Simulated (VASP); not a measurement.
# CoO (I4/mmm) in VASP: further runs, part 2 of 2

VASP 6.6.1.

**4. Single point, PBEsol, collinear spin, ferromagnetic start**

INCAR reads:

```
PREC = Accurate
ENCUT = 520
EDIFF = 1E-7
ISMEAR = -1
SIGMA = 0.05
LREAL = False
LASPH = True
NELM = 150
ALGO = Normal
ISIF = 2
LWAVE = False
LCHARG = False
ISPIN = 2
MAGMOM = 1 0
LORBIT = 11
NUPDOWN = 1.0
LMAXMIX = 4
GGA = PS
NBANDS = 18
```

KPOINTS reads:

```
Automatic mesh
0
Gamma
  10 10 10
```

POSCAR reads:

```
CoO
1.0
   -1.5080000000      1.5080000000      2.1072475377
    1.5080000000     -1.5080000000      2.1072475377
    1.5080000000      1.5080000000     -2.1072475377
Co O
1 1
Direct
    0.0000000000      0.0000000000      0.0000000000
    0.5000000000      0.5000000000      0.0000000000
```

Potentials or basis: VASP PAW PBE potentials, release 64 (Co, O).

On the command line:

```
$ cat potpaw_PBE.64/Co/POTCAR potpaw_PBE.64/O/POTCAR > POTCAR
$ mpirun -np 1 vasp_std > vasp.out
```

OUTCAR:

```text
PREC = Accurate
   ENCUT = 520
   EDIFF = 1E-7
   ISMEAR = -1
   LREAL = False
   LASPH = True
   NELM = 150
   ISIF = 2
   ISPIN = 2
   LORBIT = 11
   NUPDOWN = 1.0
   GGA = PS

 ion  position               nearest neighbor table
   1  0.000  0.000  0.000-   2 2.11   2 2.11   2 2.13   2 2.13   2 2.13   2 2.13
   2  0.500  0.500  0.000-   1 2.11   1 2.11   1 2.13   1 2.13   1 2.13   1 2.13

  LATTYP: Found a body centered tetragonal cell.
 ALAT       =     3.0160000000
 C/A-ratio  =     1.3973790038

  Lattice vectors:

 A1 = (  -1.5080000000,   1.5080000000,   2.1072475377)
 A2 = (   1.5080000000,  -1.5080000000,   2.1072475377)
 A3 = (   1.5080000000,   1.5080000000,  -2.1072475377)

Analysis of symmetry for initial positions (statically):
=====================================================================
 Subroutine PRICEL returns:
 Original cell was already a primitive cell.

 Routine SETGRP: Setting up the symmetry group for a
 body centered tetragonal supercell.
[... 703 lines left out ...]
      4       4.4187      1.00000
      5       6.5723      1.00000
      6       6.5723      1.00000
[... 493 lines left out ...]
     17      36.9227      0.00000
     18      38.6387      0.00000

 [... further k-points ...]

------------------------ aborting loop because EDIFF is reached ----------------------------------------

  FORCE on cell =-STRESS in cart. coord.  units (eV):
  Direction    XX          YY          ZZ          XY          YZ          ZX
  --------------------------------------------------------------------------------------
  -------------------------------------------------------------------------------------
  Total       -2.9760155     -2.9760155     -2.8937003      0.0000000     -0.0000000      0.0000000
  in kB     -248.7525507   -248.7525507   -241.8721672      0.0000000     -0.0000000      0.0000000
  external PRESSURE =    -246.4590896 kB  Pullay stress =       0.0000000 kB

 VOLUME and BASIS-vectors are now :
 -----------------------------------------------------------------------------
  energy-cutoff  :      520.00
  volume of cell :       19.17
      direct lattice vectors                 reciprocal lattice vectors
    -1.508000000  1.508000000  2.107247538     0.000000000  0.331564987  0.237276348
     1.508000000 -1.508000000  2.107247538     0.331564987  0.000000000  0.237276348
     1.508000000  1.508000000 -2.107247538     0.331564987  0.331564987  0.000000000

 POSITION                                       TOTAL-FORCE (eV/Angst)
 -----------------------------------------------------------------------------------
      0.00000      0.00000      0.00000        -0.000000     -0.000000      0.000000
      0.00000      0.00000      2.10725         0.000000      0.000000      0.000000
 -----------------------------------------------------------------------------------
    total drift:                               -0.000000      0.000000     -0.000000

  FREE ENERGIE OF THE ION-ELECTRON SYSTEM (eV)
  ---------------------------------------------------
  free  energy   TOTEN  =       -13.6461861913 eV

  energy  without entropy=      -13.6162073432  energy(sigma->0) =      -13.63119677

 total charge

# of ion       s       p       d       tot
------------------------------------------
    1        0.282   0.337   7.296   7.914
    2        1.555   3.343   0.000   4.898
--------------------------------------------------
tot          1.837   3.680   7.296  12.813

 magnetization (x)

# of ion       s       p       d       tot
------------------------------------------
    1        0.013   0.007   0.971   0.991
    2        0.017  -0.020   0.000  -0.003
--------------------------------------------------
tot          0.030  -0.013   0.971   0.988
```

OSZICAR:

```text
N       E                     dE             d eps       ncg     rms          rms(c)
DAV:   1     0.748332604903E+02    0.74833E+02   -0.67216E+03  7666   0.993E+02
DAV:   2    -0.112650674491E+02   -0.86098E+02   -0.74934E+02  7802   0.220E+02
DAV:   3    -0.157683826738E+02   -0.45033E+01   -0.43093E+01  8430   0.529E+01
DAV:   4    -0.158148633856E+02   -0.46481E-01   -0.46426E-01  9056   0.514E+00
DAV:   5    -0.158159517137E+02   -0.10883E-02   -0.10881E-02  8914   0.796E-01    0.126E+01
DAV:   6    -0.156424822498E+02    0.17347E+00   -0.14823E+01  8902   0.553E+01    0.158E+01
DAV:   7    -0.137482202454E+02    0.18943E+01   -0.97170E+00  8934   0.476E+01    0.506E+00
DAV:   8    -0.136520083231E+02    0.96212E-01   -0.37128E-01  9758   0.789E+00    0.225E+00
DAV:   9    -0.136517266262E+02    0.28170E-03   -0.29454E-02  9736   0.152E+00    0.709E-01
DAV:  10    -0.136460044074E+02    0.57222E-02   -0.13873E-02  9314   0.199E+00    0.112E-01
DAV:  11    -0.136461893284E+02   -0.18492E-03   -0.11496E-03  9026   0.291E-01    0.638E-02
DAV:  12    -0.136461842590E+02    0.50694E-05   -0.55323E-05 10020   0.687E-02    0.296E-02
DAV:  13    -0.136461852245E+02   -0.96546E-06   -0.78811E-06 10192   0.300E-02    0.130E-02
DAV:  14    -0.136461860246E+02   -0.80010E-06   -0.18027E-06  9744   0.117E-02    0.520E-03
DAV:  15    -0.136461861826E+02   -0.15807E-06   -0.43614E-07  6290   0.791E-03    0.178E-03
DAV:  16    -0.136461861913E+02   -0.86536E-08   -0.18443E-07  4690   0.359E-03
   1 F= -.13646186E+02 E0= -.13631197E+02  d E =-.299788E-01  mag=     1.0000
```

stdout:

```text
POSCAR found type information on POSCAR CoO
 POSCAR found :  2 types and       2 ions
 scaLAPACK will be used
 -----------------------------------------------------------------------------
|                                                                             |
|                                                                             |
|     You enforced a specific xc type in the INCAR file but a different       |
|     I HOPE YOU KNOW WHAT YOU ARE DOING!                                     |
|                                                                             |
 -----------------------------------------------------------------------------

 LDA part: xc-table for (Slater+PW92), standard interpolation
 POSCAR, INCAR and KPOINTS ok, starting setup
 FFT: planning ... GRIDC
 FFT: planning ... GRID_SOFT
 FFT: planning ... GRID
 WAVECAR not read
 entering main loop
```

Run time: 1.9 min. Hardware: 1 thread of Intel Xeon 8259CL, shared host; peak memory 0.19 GiB.

What came out:

```yaml
Free_energy: -13.6462 eV
Pressure: -24.6 GPa
Net_moment: 1.00 μB per cell
Site_moments: Co +0.99; O -0.00 μB
Valence_electrons_inside_the_program's_atomic_spheres: Co 7.91; O 4.90
```

Stress tensor (GPa, compression positive):
```
-24.88   0.00   0.00
  0.00 -24.88   0.00
  0.00   0.00 -24.19
```

Caveat: the cell stands under tension; the PAW data sets were made with another functional, which shifts forces and pressure a little; the total moment is fixed, so each spin has its own Fermi level; a cell with one magnetic atom can't hold antiferromagnetic order, which such compounds often take.

**5. The runs side by side**

| spin | fixed moment (μB) | pressure (GPa) | moment (μB) |
| --- | --- | --- | --- |
| collinear, zero start | 0.0 | -27.1 | 0.00 |
| collinear, ferromagnetic start | 0.5 | -26.6 | 0.50 |
| collinear, ferromagnetic start | 1.0 | -24.6 | 1.00 |

Alike in all rows: task single point; level PBEsol; potentials or basis VASP PAW PBE potentials, release 64 (Co, O); cell as given; k mesh 10 × 10 × 10; cutoff (eV) 520; smearing fermi-dirac 0.05 eV.

Caveats: the cell stands under tension; the PAW data sets were made with another functional, which shifts forces and pressure a little; the total moment is fixed, so each spin has its own Fermi level; a cell with one magnetic atom can't hold antiferromagnetic order, which such compounds often take (at least some runs).

Absolute energies hang on the potentials; compare differences alone.
